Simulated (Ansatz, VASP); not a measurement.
## AlNi: VASP beside Ansatz

INCAR

```
SYSTEM = AlNi
PREC     = Accurate       ! precision mode
ENCUT    = 520            ! plane-wave cutoff, eV
EDIFF    = 1E-6           ! SCF threshold, eV
ISMEAR   = -1             ! smearing method
SIGMA    = 0.1            ! smearing width, eV
LREAL    = .FALSE.        ! projectors in reciprocal space
LASPH    = .TRUE.         ! aspherical terms in the spheres
NELM     = 100            ! most SCF steps
ALGO     = Normal         ! electronic algorithm
ISIF     = 2              ! what is computed and relaxed
LWAVE    = .FALSE.        ! write WAVECAR
LCHARG   = .FALSE.        ! write CHGCAR
NBANDS   = 14             ! bands
```

File KPOINTS:

```
regular mesh
0
G
  15 15 15
  0 0 0
```

File POSCAR:

```
AlNi
1.0
    0.0000000000      2.2044340671      2.2044340671
    2.2044340671      0.0000000000      2.2044340671
    2.2044340671      2.2044340671      0.0000000000
Ni Al
1 1
Direct
    0.0000000000      0.0000000000      0.0000000000
    0.5000000000      0.5000000000      0.5000000000
```

Input for Ansatz:

```yaml
crystal:
  lattice:
    - [0.0, 2.2044340671, 2.2044340671]
    - [2.2044340671, 0.0, 2.2044340671]
    - [2.2044340671, 2.2044340671, 0.0]
  atoms:
    - { symbol: Ni, position: [0.0, 0.0, 0.0] }
    - { symbol: Al, position: [0.5, 0.5, 0.5] }
kpoints:
  mp_grid: { grid: [15, 15, 15] }
scf:
  occupations: { method: fermi_dirac, width: 0.1 }
hamiltonian:
  xc: lda
  pseudopotentials: { kind: paw }
output:
  forces: true
  stress: true
  eigenvalues: true
  populations: true
```

Change from the starting cell: volume scaled by 0.8, PAW files.

Alike in both runs: task single point; functional LDA; k mesh 15 × 15 × 15; occupations fermi-dirac, width 0.1 eV; no spin polarisation.

```csv
,VASP,Ansatz
version,VASP 6.6.1,Ansatz 0.2.0
potentials or method,"VASP PAW LDA potentials, release 64 (Ni, Al)","PAW with Ansatz's default frozen-core files, scalar-relativistic"
plane-wave cutoff (eV),520,420
valence electrons in the cell,13,21
```

```tsv
	VASP	Ansatz	Ansatz less VASP
pressure (GPa)	46.8	46.4	-0.42
```

LDA's correlation is that of Perdew and Zunger in VASP and of Perdew and Wang (1992) in Ansatz. Both programs put the cell under a high pressure, so it lies far from rest at this level. VASP's potentials hold 13 valence electrons a cell and Ansatz's 21, so a difference there can come from the potentials and not from the codes.
